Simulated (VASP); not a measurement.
# K4EuMg3F12 (a cell with a defect) in VASP: single point with PBE

Aim: the single point of K4EuMg3F12 (a cell with a defect) with PBE.

All numbers are computed with VASP 6.6.1; they aren't measurements. Logs are shortened: lines on timing, memory, paths and dates and some standing lists are left out, and cuts for length are marked.

### 1 The cell of the first run

The cell holds a defect, 20 atoms: a = 7.022 Å, b = 7.022 Å, c = 7.022 Å, α = 109.47°, β = 109.47°, γ = 109.47°.

### 2 Single point, PBE, collinear spin, ferromagnetic start

File INCAR:

```
ALGO = Normal
EDIFF = 1E-6
ENCUT = 620
GGA = PE
GGA_COMPAT = False
ISIF = 2
ISMEAR = 0
ISPIN = 2
LASPH = True
LCHARG = False
LMAXMIX = 6
LORBIT = 11
LREAL = Auto
LWAVE = False
MAGMOM = 0 0 0 0 7 0 0 0 0 0 0 0 0 0 0 0 0 0 0 0
NBANDS = 104
NELM = 200
PREC = Accurate
SIGMA = 0.02
```

File KPOINTS:

```
Automatic mesh
0
Gamma
  2 2 2
  0.5 0.5 0.5
```

File POSCAR:

```
K4EuMg3F12
1.0
   -4.0538824298      4.0538824298      4.0538824298
    4.0538824298     -4.0538824298      4.0538824298
    4.0538824298      4.0538824298     -4.0538824298
K Eu Mg F
4 1 3 12
Direct
    0.5000000000      0.5000000000      0.5000000000
    0.0000000000      0.0000000000      0.5000000000
    0.0000000000      0.5000000000      0.0000000000
    0.5000000000      0.0000000000      0.0000000000
    0.5000000000      0.5000000000      0.0000000000
    0.0000000000      0.0000000000      0.0000000000
    0.0000000000      0.5000000000      0.5000000000
    0.5000000000      0.0000000000      0.5000000000
    0.2500000000      0.0000000000      0.2500000000
    0.7737385590      0.5000000000      0.2737385590
    0.7500000000      0.0000000000      0.7500000000
    0.2262614410      0.5000000000      0.7262614410
    0.7500000000      0.2500000000      0.5000000000
    0.2500000000      0.7500000000      0.5000000000
    0.2262614410      0.2262614410      0.0000000000
    0.7737385590      0.7737385590      0.0000000000
    0.0000000000      0.2500000000      0.2500000000
    0.5000000000      0.7737385590      0.2737385590
    0.5000000000      0.2262614410      0.7262614410
    0.0000000000      0.7500000000      0.7500000000
```

Potentials or basis: VASP PAW PBE potentials, release 64 (K_sv, Eu, Mg_sv, F).

On the command line:

```console
$ cat potpaw_PBE.64/K_sv/POTCAR potpaw_PBE.64/Eu/POTCAR potpaw_PBE.64/Mg_sv/POTCAR potpaw_PBE.64/F/POTCAR > POTCAR
$ mpirun -np 1 vasp_std > vasp.out
```

OUTCAR:

```text
EDIFF = 1E-6
   ENCUT = 620
   GGA = PE
   ISIF = 2
   ISMEAR = 0
   ISPIN = 2
   LASPH = True
   LORBIT = 11
   LREAL = Auto
   NELM = 200
   PREC = Accurate

 ion  position               nearest neighbor table
   1  0.500  0.500  0.500-   5 3.51   5 3.51
   2  0.000  0.000  0.500-   5 3.51   5 3.51
   3  0.000  0.500  0.000-   5 3.51   5 3.51
   4  0.500  0.000  0.000-   5 3.51   5 3.51
   5  0.500  0.500  0.000-  10 2.22  12 2.22  15 2.22  16 2.22  18 2.22  19 2.22   3 3.51   4 3.51
                             1 3.51   2 3.51   1 3.51   4 3.51   3 3.51   2 3.51
   6  0.000  0.000  0.000-  15 1.83  16 1.83   9 2.03  11 2.03  17 2.03  20 2.03
   7  0.000  0.500  0.500-  10 1.83  12 1.83  13 2.03  14 2.03  17 2.03  20 2.03
   8  0.500  0.000  0.500-  18 1.83  19 1.83  13 2.03  14 2.03   9 2.03  11 2.03
   9  0.250  0.000  0.250-   6 2.03   8 2.03
  10  0.774  0.500  0.274-   7 1.83   5 2.22
  11  0.750  0.000  0.750-   6 2.03   8 2.03
  12  0.226  0.500  0.726-   7 1.83   5 2.22
  13  0.750  0.250  0.500-   7 2.03   8 2.03
  14  0.250  0.750  0.500-   7 2.03   8 2.03
  15  0.226  0.226  0.000-   6 1.83   5 2.22
  16  0.774  0.774  0.000-   6 1.83   5 2.22
  17  0.000  0.250  0.250-   6 2.03   7 2.03
  18  0.500  0.774  0.274-   8 1.83   5 2.22
  19  0.500  0.226  0.726-   8 1.83   5 2.22
  20  0.000  0.750  0.750-   6 2.03   7 2.03

  LATTYP: Found a body centered cubic cell.
 ALAT       =     8.1077648596

  Lattice vectors:

 A1 = (  -4.0538824298,   4.0538824298,   4.0538824298)
 A2 = (   4.0538824298,  -4.0538824298,   4.0538824298)
 A3 = (   4.0538824298,   4.0538824298,  -4.0538824298)

Analysis of symmetry for initial positions (statically):
=====================================================================
 Subroutine PRICEL returns:
 Original cell was already a primitive cell.

 Routine SETGRP: Setting up the symmetry group for a
 body centered cubic supercell.

 Subroutine GETGRP returns: Found 48 space group operations
 (whereof 16 operations were pure point group operations)
 out of a pool of 48 trial point group operations.

The static configuration has the point symmetry D_4h.
 The point group associated with its full space group is O_h .

Analysis of symmetry for dynamics (positions and initial velocities):
=====================================================================
 Subroutine PRICEL returns:
 Original cell was already a primitive cell.

 Routine SETGRP: Setting up the symmetry group for a
 body centered cubic supercell.

 Subroutine GETGRP returns: Found 48 space group operations
 (whereof 16 operations were pure point group operations)
 out of a pool of 48 trial point group operations.

The dynamic configuration has the point symmetry D_4h.
 The point group associated with its full space group is O_h .

Analysis of structural, dynamic, and magnetic symmetry:
=====================================================================
 Subroutine PRICEL returns:
 Original cell was already a primitive cell.

 Routine SETGRP: Setting up the symmetry group for a
 body centered cubic supercell.

 Subroutine GETGRP returns: Found 48 space group operations
 (whereof 16 operations were pure point group operations)
 out of a pool of 48 trial point group operations.

The overall configuration has the point symmetry D_4h.
 The point group associated with its full space group is O_h .

 Subroutine INISYM returns: Found 48 space group operations
 (whereof 16 operations are pure point group operations),
 and found     1 'primitive' translations

----------------------------------------------------------------------------------------

                                     Primitive cell

  volume of cell :     266.4854

  direct lattice vectors                    reciprocal lattice vectors
    -4.053882430  4.053882430  4.053882430     0.000000000  0.123338555  0.123338555
     4.053882430 -4.053882430  4.053882430     0.123338555  0.000000000  0.123338555
     4.053882430  4.053882430 -4.053882430     0.123338555  0.123338555  0.000000000

[... 79 lines left out ...]
   number of dos      NEDOS =    301   number of ions     NIONS =     20
   total plane-waves  NPLWV = 216000
   dimension x,y,z NGX =    60 NGY =   60 NGZ =   60
   dimension x,y,z NGXF=   120 NGYF=  120 NGZF=  120
   ions per type =               4   1   3  12
   NGX,Y,Z   is equivalent  to a cutoff of  14.21, 14.21, 14.21 a.u.
   NGXF,Y,Z  is equivalent  to a cutoff of  28.41, 28.41, 28.41 a.u.
 SYSTEM =  unknown system
   PREC   = accura    normal or accurate (medium, high low for compatibility)
   ISTART =      0    job   : 0-new  1-cont  2-samecut
   ICHARG =      2    charge: 1-file 2-atom 10-const
   ISPIN  =      2    spin polarized calculation?
   LNONCOLLINEAR =      F non collinear calculations
   LSORBIT =      F    spin-orbit coupling
   LASPH  =      T    aspherical Exc in radial PAW
   ENCUT  =  620.0 eV  45.57 Ry    6.75 a.u.  14.26 14.26 14.26*2*pi/ulx,y,z
   NELM   =    200;   NELMIN=  2; NELMDL= -5     # of ELM steps
   EDIFF  = 0.1E-05   stopping-criterion for ELM
   LREAL  =      T    real-space projection
   EDIFFG = 0.1E-04   stopping-criterion for IOM
   NSW    =      0    number of steps for IOM
[... 5 lines left out ...]
   TEBEG  =    0.0;   TEEND  =   0.0 temperature during run
   PSTRESS=    0.0 pullay stress
   NELECT =     167.0000    total number of electrons
   NUPDOWN=      -1.0000    fix difference up-down
   EMIN   =  10.00;   EMAX   =-10.00  energy-range for DOS
   EFERMI =   0.00;   METHOD = LEGACY
   ISMEAR =     0;   SIGMA  =   0.02  broadening in eV -4-tet -1-fermi 0-gaus
   EFERMI_NEDOS =   21; number of points for ismear=-14 and -15
   IALGO  =     38    algorithm
   IMIX   =      4    mixing-type and parameters
     AMIX     =   0.40;   BMIX     =  1.00
     AMIX_MAG =   1.60;   BMIX_MAG =  1.00
  volume/ion in A,a.u.               =      13.32        89.92
  Fermi-wavevector in a.u.,A,eV,Ry     =   1.400950  2.647411 26.703607  1.962660
  Thomas-Fermi vector in A             =   2.523859
   LORBIT       =     11    0 simple, 1 ext, 2 COOP (PROOUT), +10 PAW based schemes
   GGA     = PE    functional components
   LHFCALC =     F    Hartree Fock is set to
   AEXX    =    0.0000 exact exchange contribution
   IVDW    =     0    specifies the selected vdW correction
   LEPSILON=     F    determine dielectric tensor
   LRPA    =     F    only Hartree local field effects (RPA)
 spin polarized calculation
 Gauss-broadening in eV      SIGMA  =   0.02
  energy-cutoff  :      620.00
  volume of cell :      266.49
 maximum number of plane-waves:      9328
 NGX is ok and might be reduce to    60
   NGX = 29   NGY = 29   NGZ = 29

 number of electron     167.0000071 magnetization       6.9999993

 Free energy of the ion-electron system (eV)
  ---------------------------------------------------
  ext. energy  EPLUGINS =         0.00000000
  ---------------------------------------------------
  free energy    TOTEN  =      -105.68710199 eV

  energy without entropy =     -105.68710199  energy(sigma->0) =     -105.68710199

 E-fermi :   5.7229     XC(G=0):  -9.7644

 val. band max:        5.6212886707   @ k =  -0.2500   0.2500   0.2500
 cond. band min:       6.4538945424   @ k =  -0.2500   0.2500   0.2500
 fundamental gap:      0.8326058717
 Fermi energy:         5.7229265614

 spin component 1

 k-point     1 :       0.2500    0.2500    0.2500
  band No.  band energies     occupation
      1     -71.9214      1.00000
      2     -71.9214      1.00000
      3     -71.9214      1.00000
      4     -38.7192      1.00000
      5     -38.7190      1.00000
      6     -38.7190      1.00000
[... 185 lines left out ...]
     94       8.7036      0.00000
     95       8.9000      0.00000
 Fermi energy:         5.7229265614

 spin component 2

 k-point     1 :       0.2500    0.2500    0.2500
  band No.  band energies     occupation
      1     -71.9213      1.00000
      2     -71.9213      1.00000
      3     -71.9213      1.00000
      4     -38.7191      1.00000
      5     -38.7190      1.00000
      6     -38.7190      1.00000
[... 185 lines left out ...]
     94       9.6409      0.00000
     95       9.6409      0.00000
 [bands above 95 left out]

------------------------ aborting loop because EDIFF is reached ----------------------------------------

  FORCE on cell =-STRESS in cart. coord.  units (eV):
  Direction    XX          YY          ZZ          XY          YZ          ZX
  --------------------------------------------------------------------------------------
  -------------------------------------------------------------------------------------
  Total       17.7418120     17.7418120     17.7418120      0.0000000      0.0000000      0.0000000
  in kB      106.6682368    106.6682368    106.6682368      0.0000000      0.0000000      0.0000000
  external PRESSURE =     106.6682368 kB  Pullay stress =       0.0000000 kB

 VOLUME and BASIS-vectors are now :
 -----------------------------------------------------------------------------
  energy-cutoff  :      620.00
  volume of cell :      266.49
      direct lattice vectors                 reciprocal lattice vectors
    -4.053882430  4.053882430  4.053882430     0.000000000  0.123338555  0.123338555
     4.053882430 -4.053882430  4.053882430     0.123338555  0.000000000  0.123338555
     4.053882430  4.053882430 -4.053882430     0.123338555  0.123338555  0.000000000

 POSITION                                       TOTAL-FORCE (eV/Angst)
 -----------------------------------------------------------------------------------
      2.02694      2.02694      2.02694         0.000000      0.000000     -0.000000
      2.02694      2.02694     -2.02694         0.000000      0.000000     -0.000000
      2.02694     -2.02694      2.02694         0.000000      0.000000     -0.000000
     -2.02694      2.02694      2.02694         0.000000      0.000000     -0.000000
      0.00000      0.00000      4.05388         0.000000      0.000000     -0.000000
      0.00000      0.00000      0.00000         0.000000      0.000000     -0.000000
[... 12 lines left out ...]
      1.83447      4.05388      0.00000         0.025897      0.000000     -0.000000
      6.08082      0.00000      0.00000        -0.000000      0.000000     -0.000000
 -----------------------------------------------------------------------------------
    total drift:                               -0.000000      0.000000     -0.000000

  FREE ENERGIE OF THE ION-ELECTRON SYSTEM (eV)
  ---------------------------------------------------
  free  energy   TOTEN  =      -105.6871019877 eV

  energy  without entropy=     -105.6871019877  energy(sigma->0) =     -105.68710199

 total charge

# of ion       s       p       d       f       tot
--------------------------------------------------
    1        1.955   5.592   0.028   0.000   7.575
    2        1.955   5.592   0.028   0.000   7.575
    3        1.955   5.592   0.028   0.000   7.575
    4        1.955   5.592   0.028   0.000   7.575
    5        2.039   5.867   0.385   6.868  15.159
    6        2.064   6.013   0.049   0.000   8.126
[... 12 lines left out ...]
   19        1.732   4.430   0.000   0.000   6.162
   20        1.726   4.405   0.000   0.000   6.131
--------------------------------------------------
tot         36.802  99.284   0.642   6.868 143.595

 magnetization (x)

# of ion       s       p       d       f       tot
--------------------------------------------------
    1        0.000   0.000   0.003   0.000   0.004
    2        0.000   0.000   0.003   0.000   0.004
    3        0.000   0.000   0.003   0.000   0.004
    4        0.000   0.000   0.003   0.000   0.004
    5       -0.016  -0.110   0.038   6.745   6.657
    6        0.000   0.000   0.000   0.000   0.000
[... 12 lines left out ...]
   19       -0.001  -0.002   0.000   0.000  -0.002
   20        0.000  -0.000   0.000   0.000  -0.000
--------------------------------------------------
tot         -0.017  -0.120   0.049   6.745   6.657
```

Wall time 7.2 min (1 thread of Intel Xeon Platinum 8488C (Sapphire Rapids), shared host); peak memory 0.72 GiB.

Results:

```
Free energy                                           : -105.6871 eV
Pressure                                              : 10.7 GPa
Largest force                                         : 0.026 eV/Å
Band gap on the k mesh                                : 0.83 eV
Net moment                                            : 7.00 μB per cell
Site moments                                          : K +0.00; Eu +6.66; Mg +0.00; F -0.00 μB
Valence electrons inside the program's atomic spheres : K 7.58; Eu 15.16; Mg 8.13; F 6.13, 6.16 (each value once)
```

Forces on the atoms (eV/Å):
```
K    0.000  0.000  0.000
K    0.000  0.000  0.000
K    0.000  0.000  0.000
K    0.000  0.000  0.000
Eu   0.000  0.000  0.000
Mg   0.000  0.000  0.000
Mg   0.000  0.000  0.000
Mg   0.000  0.000  0.000
F    0.000  0.000  0.000
F    0.000 -0.026  0.000
F    0.000  0.000  0.000
F    0.000  0.026  0.000
F    0.000  0.000  0.000
F    0.000  0.000  0.000
F    0.000  0.000  0.026
F    0.000  0.000 -0.026
F    0.000  0.000  0.000
F   -0.026  0.000  0.000
F    0.026  0.000  0.000
F    0.000  0.000  0.000
```

Levels at points of the mesh, in eV from the valence-band top:
Spin up:
| k point | band 84 | band 85 | band 86 | band 87 | band 88 | band 89 | band 90 | band 91 |
| --- | --- | --- | --- | --- | --- | --- | --- | --- |
| (0.25, 0.25, 0.25) | -0.13 | -0.01 | -0.01 | -0.01 | 1.87 | 1.87 | 1.87 | 1.90 |
Spin down:
| k point | band 77 | band 78 | band 79 | band 80 | band 81 | band 82 | band 83 | band 84 |
| --- | --- | --- | --- | --- | --- | --- | --- | --- |
| (0.25, 0.25, 0.25) | -7.47 | -7.46 | -7.46 | -7.34 | 2.01 | 2.27 | 2.27 | 2.27 |

Caveat: the k points lie up to 0.55 Å⁻¹ apart; spin-orbit coupling is left out, which moves the levels of the heavy elements; semilocal functionals describe open f shells poorly, which spoils levels, moments and volumes. The state reached can hang on the start; a lower one may exist.
